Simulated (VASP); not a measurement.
# La (P6_3/mmc) in VASP: single point with PBE

Aim: the single point of La with PBE.

Program: VASP 6.6.1. These are calculated values, not measurements. Logs are shortened: lines on timing, memory, paths and dates and some standing lists are left out, and cuts for length are marked.

### Step 1. The cell of the first run

Symmetry: P6_3/mmc, No. 194, hexagonal system. The conventional cell has a = 3.771 Å, b = 3.771 Å, c = 6.110 Å, α = 90.00°, β = 90.00°, γ = 120.00°. La (site symmetry -6m2) has 12 La at 3.75 to 3.77 Å within 4.9 Å.

### Step 2. Single point, PBE

INCAR reads:

```
PREC = Accurate
ENCUT = 520
EDIFF = 1E-6
ISMEAR = 0
SIGMA = 0.1
LREAL = F
LASPH = T
NELM = 80
ALGO = Fast
ISIF = 2
LWAVE = F
LCHARG = F
GGA = PE
NBANDS = 18
ISYM = 0
```

KPOINTS reads:

```
Automatic mesh
0
Gamma
  9 6 11
```

POSCAR reads:

```
La
1.0
    3.7712917871      0.0000000000      0.0000000000
    0.0000000000      6.1098723939      0.0000000000
    1.8856458935      0.0000000000      3.2660344927
La
2
Direct
    0.3333333333      0.7500000000      0.3333333333
    0.6666666667      0.2500000000      0.6666666667
```

Potentials or basis: VASP PAW PBE potentials, release 64 (La).

The run is started by

```console
$ cat potpaw_PBE.64/La/POTCAR > POTCAR
$ mpirun -np 1 vasp_std > vasp.out
```

OUTCAR:

```text
PREC = Accurate
   ENCUT = 520
   EDIFF = 1E-6
   ISMEAR = 0
   LREAL = F
   LASPH = T
   NELM = 80
   ISIF = 2
   GGA = PE
   ISYM = 0

 ion  position               nearest neighbor table
   1  0.333  0.750  0.333-
   2  0.667  0.250  0.667-

IMPORTANT INFORMATION: All symmetrisations will be switched off!
NOSYMM: (Re-)initialisation of all symmetry stuff for point group C_1.

----------------------------------------------------------------------------------------

                                     Primitive cell

  volume of cell :      75.2563

  direct lattice vectors                    reciprocal lattice vectors
     3.771291787  0.000000000  0.000000000     0.265161132  0.000000000 -0.153090851
     0.000000000  6.109872394  0.000000000     0.000000000  0.163669539  0.000000000
     1.885645894  0.000000000  3.266034493     0.000000000  0.000000000  0.306181702

  length of vectors
     3.771291787  6.109872394  3.771291787     0.306181702  0.163669539  0.306181702

  position of ions in fractional coordinates (direct lattice)
     0.333333333  0.750000000  0.333333333
     0.666666667  0.250000000  0.666666667

  ion indices of the primitive-cell ions
   primitive index   ion index
                 1           1
                 2           2

----------------------------------------------------------------------------------------

 KPOINTS: Automatic mesh

Automatic generation of k-mesh.
 Grid dimensions read from file:
 generate k-points for:    9    6   11

 Generating k-lattice:

  Cartesian coordinates                     Fractional coordinates (reciprocal lattice)
     0.029462348  0.000000000 -0.017010095     0.111111111  0.000000000 -0.000000000
     0.000000000  0.027278257  0.000000000     0.000000000  0.166666667  0.000000000
     0.000000000  0.000000000  0.027834700     0.000000000  0.000000000  0.090909091

  Length of vectors
     0.034020189  0.027278257  0.027834700

  Shift w.r.t. Gamma in fractional coordinates (k-lattice)
     0.000000000  0.000000000  0.000000000

 -----------------------------------------------------------------------------
|                                                                             |
|           W    W    AA    RRRRR   N    N  II  N    N   GGGG   !!!           |
|           W    W   A  A   R    R  NN   N  II  NN   N  G    G  !!!           |
|           W    W  A    A  R    R  N N  N  II  N N  N  G       !!!           |
|           W WW W  AAAAAA  RRRRR   N  N N  II  N  N N  G  GGG   !            |
|           WW  WW  A    A  R   R   N   NN  II  N   NN  G    G                |
|           W    W  A    A  R    R  N    N  II  N    N   GGGG   !!!           |
|                                                                             |
|     Your reciprocal lattice and k-lattice belong to different lattice       |
|     classes:                                                                |
|                                                                             |
|        The reciprocal lattice is hexagonal,                                 |
|        whereas your k-lattice is simple monoclinic.                         |
|                                                                             |
|     Results are often still useful ...                                      |
|                                                                             |
 -----------------------------------------------------------------------------

 WARNING: IBZKPT: internal override: KBLOWUP is changed to .FALSE.
      ... skipping the blow-up phase ...

 Subroutine IBZKPT returns following result:
 ===========================================

 Found    298 irreducible k-points:

 Following reciprocal coordinates:
            Coordinates               Weight
  0.000000  0.000000  0.000000      1.000000
  0.111111  0.000000  0.000000      2.000000
  0.222222  0.000000  0.000000      2.000000
  0.333333  0.000000 -0.000000      2.000000
  0.444444  0.000000  0.000000      2.000000
  0.000000  0.166667  0.000000      2.000000
[... 16 lines left out ...]
 -0.111111  0.333333  0.000000      2.000000
  0.000000  0.500000  0.000000      1.000000
 [... further k-points ...]
   k-points           NKPTS =    298   k-points in BZ     NKDIM =    298   number of bands    NBANDS=     18
   number of dos      NEDOS =    301   number of ions     NIONS =      2
   total plane-waves  NPLWV =  37632
   dimension x,y,z NGX =    28 NGY =   48 NGZ =   28
   dimension x,y,z NGXF=    56 NGYF=   96 NGZF=   56
   ions per type =               2
   NGX,Y,Z   is equivalent  to a cutoff of  12.34, 13.06, 12.34 a.u.
   NGXF,Y,Z  is equivalent  to a cutoff of  24.69, 26.12, 24.69 a.u.
 SYSTEM =  unknown system
   PREC   = accura    normal or accurate (medium, high low for compatibility)
   ISTART =      0    job   : 0-new  1-cont  2-samecut
   ICHARG =      2    charge: 1-file 2-atom 10-const
   ISPIN  =      1    spin polarized calculation?
   LNONCOLLINEAR =      F non collinear calculations
   LSORBIT =      F    spin-orbit coupling
   LASPH  =      T    aspherical Exc in radial PAW
   ENCUT  =  520.0 eV  38.22 Ry    6.18 a.u.   7.01 11.36  7.01*2*pi/ulx,y,z
   NELM   =     80;   NELMIN=  2; NELMDL= -5     # of ELM steps
   EDIFF  = 0.1E-05   stopping-criterion for ELM
   LREAL  =      F    real-space projection
   EDIFFG = 0.1E-04   stopping-criterion for IOM
   NSW    =      0    number of steps for IOM
   IBRION =     -1    ionic relax: 0-MD 1-quasi-New 2-CG
   NFREE  =      0    steps in history (QN), initial steepest desc. (CG)
   ISIF   =      2    stress and relaxation
   ISYM   =      0    0-nonsym 1-usesym 2-fastsym
   POTIM  = 0.5000    time-step for ionic-motion
   TEBEG  =    0.0;   TEEND  =   0.0 temperature during run
   PSTRESS=    0.0 pullay stress
   NELECT =      22.0000    total number of electrons
   NUPDOWN=      -1.0000    fix difference up-down
   EMIN   =  10.00;   EMAX   =-10.00  energy-range for DOS
   EFERMI =   0.00;   METHOD = LEGACY
   ISMEAR =     0;   SIGMA  =   0.10  broadening in eV -4-tet -1-fermi 0-gaus
   EFERMI_NEDOS =   21; number of points for ismear=-14 and -15
   IALGO  =     68    algorithm
   IMIX   =      4    mixing-type and parameters
     AMIX     =   0.40;   BMIX     =  1.00
     AMIX_MAG =   1.60;   BMIX_MAG =  1.00
  volume/ion in A,a.u.               =      37.63       253.93
  Fermi-wavevector in a.u.,A,eV,Ry     =   1.086512  2.053211 16.061804  1.180509
  Thomas-Fermi vector in A             =   2.222651
   LORBIT       =      0    0 simple, 1 ext, 2 COOP (PROOUT), +10 PAW based schemes
   GGA     = PE    functional components
   LHFCALC =     F    Hartree Fock is set to
   AEXX    =    0.0000 exact exchange contribution
   IVDW    =     0    specifies the selected vdW correction
   LEPSILON=     F    determine dielectric tensor
   LRPA    =     F    only Hartree local field effects (RPA)
 non-spin polarized calculation
 RMM-DIIS sequential band-by-band and
 Gauss-broadening in eV      SIGMA  =   0.10
  energy-cutoff  :      520.00
  volume of cell :       75.26
 maximum number of plane-waves:      2044
   NGX = 13   NGY = 23   NGZ = 13

 number of electron      21.9999998 magnetization

 Free energy of the ion-electron system (eV)
  ---------------------------------------------------
  ext. energy  EPLUGINS =         0.00000000
  ---------------------------------------------------
  free energy    TOTEN  =        -9.72460823 eV

  energy without entropy =       -9.70487016  energy(sigma->0) =       -9.71473919

 E-fermi :   7.7357     XC(G=0):  -9.5079

 val. band max:        7.7331229116   @ k =   0.1111   0.5000   0.3636
 cond. band min:       7.7410605600   @ k =  -0.3333   0.0000   0.3636
 fundamental gap:      0.0079376485
 Fermi energy:         7.7357160054

 k-point     1 :       0.0000    0.0000    0.0000
  band No.  band energies     occupation
      1     -25.1445      2.00000
      2     -24.9532      2.00000
      3      -9.4969      2.00000
      4      -8.3530      2.00000
      5      -8.3507      2.00000
      6      -8.1762      2.00000
[... 10 lines left out ...]
     17       9.4955      0.00000
     18       9.5113      0.00000

 k-point     2 :       0.1111    0.0000    0.0000
  band No.  band energies     occupation
      1     -25.1258      2.00000
      2     -24.9444      2.00000
      3      -9.4473      2.00000
      4      -8.4797      2.00000
      5      -8.3901      2.00000
      6      -8.3058      2.00000
[... 10 lines left out ...]
     17       9.4046      0.00000
     18       9.6149      0.00000

 k-point     3 :       0.2222    0.0000    0.0000
  band No.  band energies     occupation
      1     -25.0766      2.00000
      2     -24.9235      2.00000
      3      -9.3096      2.00000
      4      -8.7923      2.00000
      5      -8.6118      2.00000
      6      -8.4830      2.00000
[... 10 lines left out ...]
     17       9.5142      0.00000
     18       9.6670      0.00000

 k-point     4 :       0.3333    0.0000   -0.0000
  band No.  band energies     occupation
      1     -25.0153      2.00000
      2     -24.9040      2.00000
      3      -9.1329      2.00000
      4      -9.1177      2.00000
      5      -8.9297      2.00000
      6      -8.5811      2.00000
[... 10 lines left out ...]
     17       9.5080      0.00000
     18       9.5714      0.00000

 k-point     5 :       0.4444    0.0000    0.0000
  band No.  band energies     occupation
      1     -24.9682      2.00000
      2     -24.8977      2.00000
      3      -9.3464      2.00000
      4      -9.1243      2.00000
      5      -8.9432      2.00000
      6      -8.6421      2.00000
[... 10 lines left out ...]
     17       9.5542      0.00000
     18       9.6381      0.00000

 k-point     6 :       0.0000    0.1667    0.0000
  band No.  band energies     occupation
      1     -25.1320      2.00000
      2     -24.9664      2.00000
      3      -9.4160      2.00000
      4      -8.3414      2.00000
      5      -8.3391      2.00000
      6      -8.2499      2.00000
[... 10 lines left out ...]
     17       9.4719      0.00000
     18       9.5062      0.00000

 k-point     7 :       0.1111    0.1667    0.0000
  band No.  band energies     occupation
      1     -25.1140      2.00000
      2     -24.9569      2.00000
      3      -9.3745      2.00000
      4      -8.4641      2.00000
      5      -8.3770      2.00000
      6      -8.3680      2.00000
[... 10 lines left out ...]
     17       9.5113      0.00000
     18       9.5788      0.00000

 k-point     8 :       0.2222    0.1667    0.0000
  band No.  band energies     occupation
      1     -25.0666      2.00000
      2     -24.9340      2.00000
      3      -9.2705      2.00000
      4      -8.7604      2.00000
      5      -8.6600      2.00000
      6      -8.4670      2.00000
[... 10 lines left out ...]
     17       9.5153      0.00000
     18       9.6171      0.00000
[... 229 lines left out ...]
     17       9.5657      0.00000
     18       9.5886      0.00000

 k-point    20 :      -0.4444    0.3333    0.0000
  band No.  band energies     occupation
      1     -24.9506      2.00000
      2     -24.9154      2.00000
      3      -9.4365      2.00000
      4      -9.3131      2.00000
      5      -8.6569      2.00000
      6      -8.5671      2.00000
[... 10 lines left out ...]
     17       9.5612      0.00000
     18       9.5779      0.00000

 k-point    21 :      -0.3333    0.3333    0.0000
  band No.  band energies     occupation
      1     -24.9877      2.00000
      2     -24.9321      2.00000
      3      -9.2828      2.00000
      4      -9.1272      2.00000
      5      -8.7044      2.00000
      6      -8.5115      2.00000
[... 10 lines left out ...]
     17       9.5245      0.00000
     18       9.5302      0.00000

 k-point    22 :      -0.2222    0.3333    0.0000
  band No.  band energies     occupation
      1     -25.0390      2.00000
      2     -24.9624      2.00000
      3      -9.1604      2.00000
      4      -8.8282      2.00000
      5      -8.6260      2.00000
      6      -8.4230      2.00000
[... 10 lines left out ...]
     17       9.4612      0.00000
     18       9.5410      0.00000

 k-point    23 :      -0.1111    0.3333    0.0000
  band No.  band energies     occupation
      1     -25.0814      2.00000
      2     -24.9907      2.00000
      3      -9.1712      2.00000
      4      -8.5841      2.00000
      5      -8.4153      2.00000
      6      -8.3411      2.00000
[... 10 lines left out ...]
     17       9.4783      0.00000
     18       9.5596      0.00000

 k-point    24 :       0.0000    0.5000    0.0000
  band No.  band energies     occupation
      1     -25.0503      2.00000
      2     -25.0503      2.00000
      3      -8.8646      2.00000
      4      -8.8646      2.00000
      5      -8.2655      2.00000
      6      -8.2655      2.00000
[... 10 lines left out ...]
     17       9.2574      0.00000
     18       9.5125      0.00000

 [... further k-points ...]

------------------------ aborting loop because EDIFF is reached ----------------------------------------

  FORCE on cell =-STRESS in cart. coord.  units (eV):
  Direction    XX          YY          ZZ          XY          YZ          ZX
  --------------------------------------------------------------------------------------
  -------------------------------------------------------------------------------------
  Total        0.0126958     -0.0896657      0.0236294     -0.0000328     -0.0000044      0.0235958
  in kB        0.2702879     -1.9089471      0.5030613     -0.0006974     -0.0000946      0.5023456
  external PRESSURE =      -0.3785326 kB  Pullay stress =       0.0000000 kB

 VOLUME and BASIS-vectors are now :
 -----------------------------------------------------------------------------
  energy-cutoff  :      520.00
  volume of cell :       75.26
      direct lattice vectors                 reciprocal lattice vectors
     3.771291787  0.000000000  0.000000000     0.265161132  0.000000000 -0.153090851
     0.000000000  6.109872394  0.000000000     0.000000000  0.163669539  0.000000000
     1.885645894  0.000000000  3.266034493     0.000000000  0.000000000  0.306181702

 POSITION                                       TOTAL-FORCE (eV/Angst)
 -----------------------------------------------------------------------------------
      1.88565      4.58240      1.08868         0.002802      0.000011     -0.001917
      3.77129      1.52747      2.17736        -0.002802     -0.000011      0.001917
 -----------------------------------------------------------------------------------
    total drift:                               -0.000029     -0.000240      0.000338

  FREE ENERGIE OF THE ION-ELECTRON SYSTEM (eV)
  ---------------------------------------------------
  free  energy   TOTEN  =        -9.7246082266 eV

  energy  without entropy=       -9.7048701598  energy(sigma->0) =       -9.71473919
```

It took 18 min on 1 thread of Intel Xeon 6975P-C, shared host; peak memory 0.52 GiB.

What came out:

```yaml
Free_energy: -9.7246 eV
Pressure: 0.0 GPa
Largest_force: 0.003 eV/Å
Band_gap_on_the_k_mesh: zero (band 11 reaches 8.83 eV, above the bottom of band 12 at 7.38 eV)
```

Forces on the atoms (eV/Å):
```
La   0.003  0.000 -0.002
La  -0.003  0.000  0.002
```

Stress tensor (GPa, compression positive):
```
 0.03  0.00  0.05
 0.00 -0.19  0.00
 0.05  0.00  0.05
```

Caveat: spin-orbit coupling is left out, which moves the levels of the heavy elements.
